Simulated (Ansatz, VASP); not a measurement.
## ZnS in VASP and in Ansatz

Contents of INCAR:

```
SYSTEM = ZnS
PREC = Accurate
ENCUT = 520
EDIFF = 1E-6
ISMEAR = 0
SIGMA = 0.05
LREAL = .FALSE.
LASPH = .TRUE.
NELM = 80
ALGO = Normal
ISIF = 2
LWAVE = .FALSE.
LCHARG = .TRUE.
GGA = PE
LELF = .TRUE.
LVHAR = .TRUE.
NBANDS = 26
```

File KPOINTS:

```
regular mesh
0
G
  12 12 4
  0 0 0
```

Contents of POSCAR:

```
ZnS
1.0
    3.8262655239      0.0000000000      0.0000000000
   -1.9131327619      3.3136431454      0.0000000000
    0.0000000000      0.0000000000      6.3053333047
Zn S
2 2
Direct
    0.3333333333      0.6666666667      0.0052197899
    0.6666666667      0.3333333333      0.5052197899
    0.3333333333      0.6666666667      0.3797802101
    0.6666666667      0.3333333333      0.8797802101
```

Input for Ansatz:

```yaml
crystal:
  lattice:
    - [3.8262655239, 0.0, 0.0]
    - [-1.9131327619, 3.3136431454, 0.0]
    - [0.0, 0.0, 6.3053333047]
  atoms:
    - { symbol: Zn, position: [0.3333333333, 0.6666666667, 0.0052197899] }
    - { symbol: Zn, position: [0.6666666667, 0.3333333333, 0.5052197899] }
    - { symbol: S, position: [0.3333333333, 0.6666666667, 0.3797802101] }
    - { symbol: S, position: [0.6666666667, 0.3333333333, 0.8797802101] }
basis:
  ecutwfc: 420
kpoints:
  mp_grid: { grid: [12, 12, 4] }
hamiltonian:
  xc: pbe
scf:
  occupations: { method: gaussian, width: 0.05 }
output:
  forces: true
  stress: true
  eigenvalues: true
```

Change from the starting cell: strain -0.0050 x Voigt [1, 1, 0, 0, 0, 0], atoms carried along.

Alike in both runs: task single point; functional PBE; k mesh 12 × 12 × 4; occupations gaussian, width 0.05 eV; no spin polarisation.

|  | VASP | Ansatz |
| --- | --- | --- |
| version | VASP 6.6.1 | Ansatz 0.2.0 |
| potentials or method | VASP PAW PBE potentials, release 64 (Zn, S), cutoff 520 eV | scalar-relativistic, plane waves, PAW |
| valence electrons in the cell | 36 | 36 |

|  | VASP | Ansatz | Ansatz less VASP |
| --- | --- | --- | --- |
| gap on the k mesh at the Fermi level (eV) | 2.12 | 2.11 | -0.004 |
| least direct gap on the mesh (eV) | 2.12 | 2.11 | -0.004 |
| pressure (GPa) | 0.8 | 0.7 | -0.15 |
| traceless stress, the component that is largest in VASP (GPa) | -0.44 | -0.43 | +0.007 |
| rms of the force components (eV/Å) | 0.019 | 0.018 | -0.0006 |

Atom by atom the forces differ by 0.001 eV/Å (rms over components).
